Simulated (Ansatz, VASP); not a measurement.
# HfO2 in VASP and in Ansatz

Contents of INCAR:

```
PREC     = Accurate       # precision mode
ENCUT    = 520            # plane-wave cutoff, eV
EDIFF    = 1E-7           # SCF threshold, eV
ISMEAR   = -1             # smearing method
SIGMA    = 0.01           # smearing width, eV
LREAL    = False          # projectors in reciprocal space
LASPH    = True           # aspherical terms in the spheres
NELM     = 60             # most SCF steps
ALGO     = Normal         # electronic algorithm
ISIF     = 2              # what is computed and relaxed
LWAVE    = False          # write WAVECAR
LCHARG   = False          # write CHGCAR
GGA      = PE             # functional
NBANDS   = 18             # bands
```

KPOINTS

```
regular mesh
0
Gamma
  9 9 9
```

Contents of POSCAR:

```
HfO2
1.0
    0.0000000000      2.5575000000      2.5575000000
    2.5575000000      0.0000000000      2.5575000000
    2.5575000000      2.5575000000      0.0000000000
Hf O
1 2
Direct
    0.0000000000      0.0000000000      0.0000000000
    0.2500000000      0.2500000000      0.2500000000
    0.7500000000      0.7500000000      0.7500000000
```

Input for Ansatz:

```yaml
crystal:
  lattice:
    - [0.0, 2.5575, 2.5575]
    - [2.5575, 0.0, 2.5575]
    - [2.5575, 2.5575, 0.0]
  atoms:
    - { symbol: Hf, position: [0.0, 0.0, 0.0] }
    - { symbol: O, position: [0.25, 0.25, 0.25] }
    - { symbol: O, position: [0.75, 0.75, 0.75] }
kpoints:
  mp_grid: { grid: [9, 9, 9] }
  band_path:
    path:
      - [0.0, 0.0, 0.0]
      - [0.5, 0.0, 0.5]
      - [0.625, 0.25, 0.625]
      - [0.375, 0.375, 0.75]
      - [0.0, 0.0, 0.0]
      - [0.5, 0.5, 0.5]
      - [0.5, 0.25, 0.75]
      - [0.5, 0.0, 0.5]
    npoints: 8
scf:
  occupations: { method: fermi_dirac, width: 0.01 }
hamiltonian:
  xc: pbe
  pseudopotentials: { kind: all_electron, lapw: { basis_error: 0.001 } }
output:
  forces: true
  stress: true
  eigenvalues: true
  populations: true
  dos: { projected: true, de: 0.2, e_range: [-14, 8] }
```

Alike in both runs: task single point; functional PBE; k mesh 9 × 9 × 9; occupations fermi-dirac, width 0.01 eV; no spin polarisation.

|  | VASP | Ansatz |
| --- | --- | --- |
| version | VASP 6.6.1 | Ansatz 0.2.0 |
| potentials or method | VASP PAW PBE potentials, release 64 (Hf_pv, O), cutoff 520 eV | all-electron LAPW, scalar-relativistic |

Ansatz gave:

```
gap on the k mesh at the Fermi level (eV) : 3.82
pressure (GPa)                            : -2.5
```

Question: What did VASP give for the same quantities?

Answer: gap on the k mesh at the Fermi level (eV): 3.84; pressure (GPa): -6.0.

Ansatz ran all-electron here, and VASP with PAW potentials.

Neither program's run includes spin-orbit coupling.
